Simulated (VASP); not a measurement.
Crystal: SnSe2.

```xyz
3
Lattice="3.8110 0.0000 0.0000 -1.9055 3.3004 0.0000 0.0000 0.0000 6.1370" Properties=species:S:1:pos:R:3 pbc="T T T"
Sn    0.0000    0.0000    0.0000
Se    0.0000    2.2003    1.5342
Se    1.9055    1.1001    4.6027
```

```yaml
Program: VASP 6.6.1
Task: relaxation of cell and atoms
Functional: PBE
Potentials_or_basis: VASP PAW PBE potentials, release 64 (Sn_d, Se)
Cutoff: 600 eV
k_mesh: 6 × 6 × 4
Occupations: gaussian, width 0.1 eV
Spin: no spin polarisation
```

At the start: pressure 5.4 GPa; volume 25.73 Å³/atom.

How do energy, volume and symmetry change on relaxing?

Over 13 steps the energy falls by 38.2 meV/atom and the volume is 29.55 Å³/atom (+14.8 %); space group P-3m1 (No. 164, to 0.1 Å) before and after.

Step by step:
```
step  energy change (eV)  largest force (eV/Å)  pressure (GPa)  volume (Å³)
   1              0.0000                0.7270            5.40        77.19
   2             -0.0382                0.6156           -3.15        87.30
   3             -0.0986                0.0873            0.04        82.57
   4             -0.0986                0.0733            0.12        82.46
   5             -0.0996                0.0746            0.12        82.61
   6             -0.1024                0.0785            0.12        83.08
   7             -0.1065                0.0848            0.14        84.01
   8             -0.1096                0.0915            0.29        85.82
   9             -0.1108                0.0879            0.21        86.21
  10             -0.1133                0.0763           -0.04        87.40
  11             -0.1135                0.0511           -0.48        89.81
  12             -0.1142                0.0617           -0.27        88.65
  13             -0.1147                0.0017           -0.03        88.65
```

Final structure:
```
Sn Se
1.0
     3.88236    0.00000    0.00000
    -1.94118    3.36222    0.00000
     0.00000    0.00000    6.79138
Sn Se
1 2
Cartesian
  0.0000 0.0000 0.0000
  0.0000 2.2415 1.5910
  1.9412 1.1207 5.2004
```

Caveat: this functional lacks dispersion, which binds the layers, so the pressure and a relaxed spacing across them are unreliable.
